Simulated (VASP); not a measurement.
# NdHf in VASP: further runs, part 2 of 3

VASP 6.6.1. The steps go on from the part before.

### 3 Single point, PBE

This run uses another cell than the first one: it holds 4 atoms, not 2.

INCAR

```
SYSTEM = NdHf
PREC     = Accurate       ! precision mode
ENCUT    = 500            ! plane-wave cutoff, eV
EDIFF    = 1E-6           ! SCF threshold, eV
ISMEAR   = 0              ! smearing method
SIGMA    = 0.2            ! smearing width, eV
LREAL    = .False.        ! projectors in reciprocal space
LASPH    = .True.         ! aspherical terms in the spheres
NELM     = 200            ! most SCF steps
ALGO     = Normal         ! electronic algorithm
ISIF     = 2              ! what is computed and relaxed
LWAVE    = .False.        ! write WAVECAR
LCHARG   = .False.        ! write CHGCAR
GGA      = PE             ! functional
NBANDS   = 29             ! bands
GGA_COMPAT= .False.      
LMAXMIX  = 6              ! l up to which the mixer works
```

KPOINTS

```
regular mesh
0
Gamma
  5 5 3
  0 0 0
```

POSCAR

```
NdHf
1.0
    3.2124949222      0.0000000000      0.0000000000
    0.0000000000      3.2124949222      0.0000000000
    0.0000000000      0.0000000000     11.3167809814
Nd Hf
2 2
Direct
    0.0000000000      0.0000000000      0.7760998991
    0.0000000000      0.0000000000      0.2239001009
    0.0000000000      0.0000000000      0.5000000000
    0.5000000000      0.5000000000      0.0000000000
```

Potentials or basis: VASP PAW PBE potentials, release 64 (Nd_3, Hf_pv), 4f in core.

The run is started by

```bash
$ cat potpaw_PBE.64/Nd_3/POTCAR potpaw_PBE.64/Hf_pv/POTCAR > POTCAR
$ mpirun -np 1 vasp_std > vasp.out
```

Wall time 23 s (1 thread of Intel Xeon 6975P-C (Granite Rapids), shared host); peak memory 0.22 GiB.

It converged, with:

```yaml
Free_energy: -26.7528 eV
Pressure: 0.1 GPa
Largest_force: 0.006 eV/Å
Band_gap_on_the_k_mesh: zero (bands 21 and 22 overlap by 0.65 eV)
```

Forces in eV/Å, atoms in the order of the input:
```
Nd   0.000  0.000  0.006
Nd   0.000  0.000 -0.006
Hf   0.000  0.000  0.000
Hf   0.000  0.000  0.000
```

Stress tensor (GPa, compression positive):
```
-0.16  0.00  0.00
 0.00 -0.16  0.00
 0.00  0.00  0.53
```

Levels at points of the mesh, in eV from the Fermi level:
```
           k point  band 18  band 19  band 20  band 21  band 22  band 23  band 24  band 25
(0.00, 0.00, 0.00)    -2.17    -1.47    -0.70    -0.67    -0.31     0.09     0.36     2.05
```

Caveat: the k points lie up to 0.39 Å⁻¹ apart, too coarse for converged energies and pressures of a metal; spin-orbit coupling is left out, which moves the levels of the heavy elements; the 4f electrons are frozen in the core, so they carry no moment and show no levels. Spin polarisation is off, so any magnetic state and its effect on volume and gap are missing.

### 4 Relaxation of cell and atoms, PBE

This run uses another cell than the first one, of 28.80 Å³/atom.

INCAR

```
SYSTEM = NdHf
PREC     = Accurate       ! precision mode
ENCUT    = 500            ! plane-wave cutoff, eV
EDIFF    = 1E-7           ! SCF threshold, eV
ISMEAR   = 0              ! smearing method
SIGMA    = 0.2            ! smearing width, eV
LREAL    = .False.        ! projectors in reciprocal space
LASPH    = .True.         ! aspherical terms in the spheres
NELM     = 200            ! most SCF steps
ALGO     = Normal         ! electronic algorithm
ISIF     = 3              ! what is computed and relaxed
LWAVE    = .False.        ! write WAVECAR
LCHARG   = .False.        ! write CHGCAR
GGA      = PE             ! functional
IBRION   = 2              ! ionic algorithm
NSW      = 36             ! ionic steps
EDIFFG   = -0.08          ! ionic threshold
GGA_COMPAT= .False.      
NELMIN   = 4            
LMAXMIX  = 6              ! l up to which the mixer works
```

KPOINTS

```
Automatic mesh
0
Gamma
  6 6 3
  0 0 0
```

POSCAR

```
NdHf
1.0
    3.0549878800      0.0000000000      0.0000000000
    0.0000000000      3.0549878800      0.0000000000
    0.0000000000      0.0000000000      6.1718763700
Nd Hf
1 1
Direct
    0.0000000000      0.0000000000      0.5000000000
    0.0000000000      0.0000000000      0.0000000000
```

Potentials or basis: VASP PAW PBE potentials, release 64 (Nd_3, Hf_pv), 4f in core.

The run is started by

```bash
$ cat potpaw_PBE.64/Nd_3/POTCAR potpaw_PBE.64/Hf_pv/POTCAR > POTCAR
$ mpirun -np 1 vasp_std > vasp.out
```

OUTCAR:

```text
SYSTEM = NdHf
   PREC = Accurate
   ENCUT = 500
   EDIFF = 1E-7
   ISMEAR = 0
   LREAL = .False.
   LASPH = .True.
   NELM = 200
   ISIF = 3
   GGA = PE
   IBRION = 2
   NSW = 36
   EDIFFG = -0.08
   NELMIN = 4

 ion  position               nearest neighbor table
   1  0.000  0.000  0.500-   2 3.09   2 3.09
   2  0.000  0.000  0.000-   1 3.09   1 3.09

  LATTYP: Found a simple tetragonal cell.
 ALAT       =     3.0549878800
 C/A-ratio  =     2.0202621459

  Lattice vectors:

 A1 = (   3.0549878800,   0.0000000000,   0.0000000000)
 A2 = (   0.0000000000,   3.0549878800,   0.0000000000)
 A3 = (   0.0000000000,   0.0000000000,   6.1718763700)

Analysis of symmetry for initial positions (statically):
=====================================================================
 Subroutine PRICEL returns:
 Original cell was already a primitive cell.

 Routine SETGRP: Setting up the symmetry group for a
 simple tetragonal supercell.

 Subroutine GETGRP returns: Found 16 space group operations
 (whereof 16 operations were pure point group operations)
 out of a pool of 16 trial point group operations.

The static configuration has the point symmetry D_4h.

Analysis of symmetry for dynamics (positions and initial velocities):
=====================================================================
 Subroutine PRICEL returns:
 Original cell was already a primitive cell.

 Routine SETGRP: Setting up the symmetry group for a
 simple tetragonal supercell.

 Subroutine GETGRP returns: Found 16 space group operations
 (whereof 16 operations were pure point group operations)
 out of a pool of 16 trial point group operations.

The dynamic configuration has the point symmetry D_4h.

 Subroutine INISYM returns: Found 16 space group operations
 (whereof 16 operations are pure point group operations),
 and found     1 'primitive' translations

----------------------------------------------------------------------------------------

                                     Primitive cell

  volume of cell :      57.6018

  direct lattice vectors                    reciprocal lattice vectors
     3.054987880  0.000000000  0.000000000     0.327333541  0.000000000  0.000000000
     0.000000000  3.054987880  0.000000000     0.000000000  0.327333541  0.000000000
     0.000000000  0.000000000  6.171876370     0.000000000  0.000000000  0.162025280

  length of vectors
     3.054987880  3.054987880  6.171876370     0.327333541  0.327333541  0.162025280

  position of ions in fractional coordinates (direct lattice)
     0.000000000  0.000000000  0.500000000
     0.000000000  0.000000000  0.000000000

  ion indices of the primitive-cell ions
   primitive index   ion index
                 1           1
                 2           2
[... 105 lines left out ...]
   NGX = 11   NGY = 11   NGZ = 23

--------------------------------------- Ionic step        1  -------------------------------------------

 number of electron      21.0000002 magnetization

 Free energy of the ion-electron system (eV)
  ---------------------------------------------------
  ext. energy  EPLUGINS =         0.00000000
  ---------------------------------------------------
  free energy    TOTEN  =       -12.67273771 eV

  energy without entropy =      -12.60100868  energy(sigma->0) =      -12.63687319

------------------------ aborting loop because EDIFF is reached ----------------------------------------

  FORCE on cell =-STRESS in cart. coord.  units (eV):
  Direction    XX          YY          ZZ          XY          YZ          ZX
  --------------------------------------------------------------------------------------
  -------------------------------------------------------------------------------------
  Total       -0.1967616     -0.1967616     -0.1005120      0.0000000      0.0000000     -0.0000000
  in kB       -5.4728650     -5.4728650     -2.7957125      0.0000000      0.0000000     -0.0000000
  external PRESSURE =      -4.5804808 kB  Pullay stress =       0.0000000 kB

 VOLUME and BASIS-vectors are now :
 -----------------------------------------------------------------------------
  energy-cutoff  :      500.00
  volume of cell :       57.60
      direct lattice vectors                 reciprocal lattice vectors
     3.054987880  0.000000000  0.000000000     0.327333541  0.000000000  0.000000000
     0.000000000  3.054987880  0.000000000     0.000000000  0.327333541  0.000000000
     0.000000000  0.000000000  6.171876370     0.000000000  0.000000000  0.162025280

 POSITION                                       TOTAL-FORCE (eV/Angst)
 -----------------------------------------------------------------------------------
      0.00000      0.00000      3.08594         0.000000      0.000000      0.000000
      0.00000      0.00000      0.00000         0.000000      0.000000      0.000000
 -----------------------------------------------------------------------------------
    total drift:                               -0.000000     -0.000000      0.000000

  FREE ENERGIE OF THE ION-ELECTRON SYSTEM (eV)
  ---------------------------------------------------
  free  energy   TOTEN  =       -12.6727377066 eV

  energy  without entropy=      -12.6010086774  energy(sigma->0) =      -12.63687319

--------------------------------------- Ionic step        2  -------------------------------------------

 number of electron      21.0000001 magnetization

 Free energy of the ion-electron system (eV)
  ---------------------------------------------------
  ext. energy  EPLUGINS =         0.00000000
  ---------------------------------------------------
  free energy    TOTEN  =       -12.67358358 eV

  energy without entropy =      -12.60367508  energy(sigma->0) =      -12.63862933

 E-fermi :   3.8084     XC(G=0): -10.3244

 val. band max:        3.7973331860   @ k =   0.5000   0.3333   0.3333
 cond. band min:       3.8835251383   @ k =   0.3333   0.3333   0.3333
 fundamental gap:      0.0861919524
 Fermi energy:         3.8084094746

 k-point     1 :       0.0000    0.0000    0.0000
  band No.  band energies     occupation
      1     -34.1517      2.00000
      2     -27.1434      2.00000
      3     -26.6228      2.00000
      4     -26.6228      2.00000
      5     -15.3209      2.00000
      6     -14.0522      2.00000
      7     -14.0522      2.00000
      8      -1.6238      2.00000
      9       2.1854      2.00000
     10       2.4073      2.00000
     11       2.4617      2.00000
     12       3.2669      1.99987
     13       4.6170      0.00000
     14       6.7207      0.00000
[... 309 lines left out ...]
      1     -33.5119      2.00000
      2     -27.1510      2.00000
      3     -27.1510      2.00000
      4     -27.0005      2.00000
      5     -16.1256      2.00000
      6     -16.1256      2.00000
      7     -14.7014      2.00000
      8       1.1017      2.00000
      9       2.1177      2.00000
     10       3.2197      1.99997
     11       3.2197      1.99997
     12       4.9643      0.00000
     13       5.1006      0.00000
     14       5.1006      0.00000

------------------------ aborting loop because EDIFF is reached ----------------------------------------

  FORCE on cell =-STRESS in cart. coord.  units (eV):
  Direction    XX          YY          ZZ          XY          YZ          ZX
  --------------------------------------------------------------------------------------
  -------------------------------------------------------------------------------------
  Total        0.0416173      0.0416173      0.0282871      0.0000000      0.0000000     -0.0000000
  in kB        1.1714789      1.1714789      0.7962497      0.0000000      0.0000000     -0.0000000
  external PRESSURE =       1.0464025 kB  Pullay stress =       0.0000000 kB

 VOLUME and BASIS-vectors are now :
 -----------------------------------------------------------------------------
  energy-cutoff  :      500.00
  volume of cell :       56.92
      direct lattice vectors                 reciprocal lattice vectors
     3.040488446  0.000000000 -0.000000000     0.328894524  0.000000000  0.000000000
     0.000000000  3.040488446  0.000000000     0.000000000  0.328894524  0.000000000
     0.000000000  0.000000000  6.156912754     0.000000000  0.000000000  0.162419063

 POSITION                                       TOTAL-FORCE (eV/Angst)
 -----------------------------------------------------------------------------------
      0.00000      0.00000      3.07846         0.000000      0.000000      0.000000
      0.00000      0.00000      0.00000         0.000000      0.000000      0.000000
 -----------------------------------------------------------------------------------
    total drift:                                0.000000      0.000000      0.000000

  FREE ENERGIE OF THE ION-ELECTRON SYSTEM (eV)
  ---------------------------------------------------
  free  energy   TOTEN  =       -12.6735835831 eV

  energy  without entropy=      -12.6036750812  energy(sigma->0) =      -12.63862933

 reached required accuracy - stopping structural energy minimisation
```

Run time: 13 s. Hardware: 1 thread of Intel Xeon 6975P-C (Granite Rapids), shared host; peak memory 0.18 GiB.

What came out:

* Free energy: -12.6736 eV
* Relaxed volume: 28.46 Å³/atom
* Relaxed cell: a = 3.040 Å, b = 3.040 Å, c = 6.157 Å, α = 90.00°, β = 90.00°, γ = 90.00°
* Space group after relaxing (to 0.1 Å): P4/mmm (No. 123)
* Energy gained by relaxing: 0.4 meV/atom
* Ionic steps: 2
* Pressure after relaxing: 0.1 GPa
* Band gap on the k mesh: zero (an odd number of electrons rules out a gap without spin polarisation)

The path:
| step | energy change (eV) | largest force (eV/Å) | pressure (GPa) | volume (Å³) |
| --- | --- | --- | --- | --- |
| 1 | 0.0000 | 0.0000 | -0.46 | 57.60 |
| 2 | -0.0008 | 0.0000 | 0.10 | 56.92 |

Final structure:
```xyz
2
Lattice="3.0405 0.0000 0.0000 0.0000 3.0405 0.0000 0.0000 0.0000 6.1569" Properties=species:S:1:pos:R:3 pbc="T T T"
Nd    0.0000    0.0000    3.0785
Hf    0.0000    0.0000    0.0000
```

Levels at points of the mesh, in eV from the Fermi level:
```
           k point  band 9  band 10  band 11  band 12  band 13  band 14
(0.00, 0.00, 0.00)   -1.62    -1.40    -1.35    -0.54     0.81     2.91
(0.50, 0.00, 0.00)   -2.45    -0.49     0.18     0.42     2.74     2.85
(0.50, 0.50, 0.00)   -1.31    -1.26    -1.26    -0.20     3.54     3.54
```

Caveat: spin-orbit coupling is left out, which moves the levels of the heavy elements; the 4f electrons are frozen in the core, so they carry no moment and show no levels. Spin polarisation is off, so any magnetic state and its effect on volume and gap are missing.

(Part 2 of 3 ends here.)

The gap in the log of VASP goes by the Fermi energy; the results here count the filled bands.